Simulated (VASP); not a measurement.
Set up this calculation in VASP 6.6.1, as the native input.

| Item | Value |
| --- | --- |
| Task | single point |
| Functional | r2SCAN |
| Potentials or basis | VASP PAW PBE potentials, release 64 (Fe) |
| Cutoff | 520 eV |
| k mesh | 14 × 14 × 14 |
| Occupations | fermi-dirac, width 0.1 eV |
| Spin | collinear spin, ferromagnetic start |
| Starting moments | [0.62] μB |
| Fixed moment | 0.62 μB |
| Dipole correction | no |
| Further INCAR settings | ALGO = Normal; EDIFF = 1e-07; NBANDS = 14 |

Crystal: Fe.

```
Fe
1.0
    -1.46400    1.46400    1.46400
     1.46400   -1.46400    1.46400
     1.46400    1.46400   -1.46400
Fe
1
Cartesian
  0.0000 0.0000 0.0000
```

The input as run:

POSCAR

```
Fe
1.0
   -1.4640000000      1.4640000000      1.4640000000
    1.4640000000     -1.4640000000      1.4640000000
    1.4640000000      1.4640000000     -1.4640000000
Fe
1
Direct
    0.0000000000      0.0000000000      0.0000000000
```

INCAR.step1

```
  PREC = Accurate
  ENCUT = 520
  ISMEAR = -1
  SIGMA = 0.1
  LREAL = False
  LASPH = True
  NELM = 150
  ISPIN = 2
  MAGMOM = 0.62
  NUPDOWN = 0.62
  LMAXMIX = 4
  NBANDS = 14
  GGA = PE
  ALGO = Normal
  EDIFF = 1E-4
  LWAVE = True
  LCHARG = False
```

INCAR.step2

```
  PREC = Accurate
  ENCUT = 520
  EDIFF = 1E-7
  ISMEAR = -1
  SIGMA = 0.1
  LREAL = False
  LASPH = True
  NELM = 150
  ALGO = Normal
  ISIF = 2
  LWAVE = False
  LCHARG = False
  ISPIN = 2
  MAGMOM = 0.62
  LORBIT = 11
  NUPDOWN = 0.62
  LMAXMIX = 4
  METAGGA = R2SCAN
  LMIXTAU = True
  NBANDS = 14
  ISTART = 1
```

KPOINTS

```
regular mesh
0
Gamma
  14 14 14
```

Potentials or basis: VASP PAW PBE potentials, release 64 (Fe).

Command:

```sh
$ cat potpaw_PBE.64/Fe/POTCAR > POTCAR
$ cp INCAR.step1 INCAR
$ mpirun -np 1 vasp_std > vasp.out
$ cp INCAR.step2 INCAR
$ mpirun -np 1 vasp_std > vasp.out
```

It gave:

- Pressure: -27.9 GPa
- Net moment: 0.62 μB per cell
- Site moments: Fe +0.68 μB
- Valence electrons inside the program's atomic spheres: Fe 7.09

Caveat: the PAW data sets were made with another functional, which shifts forces and pressure a little; the total moment is fixed, so each spin has its own Fermi level.

Run time: 3.2 min on 1 thread of AMD EPYC 9R45 (Zen 5) (shared host), peak memory 0.12 GiB.
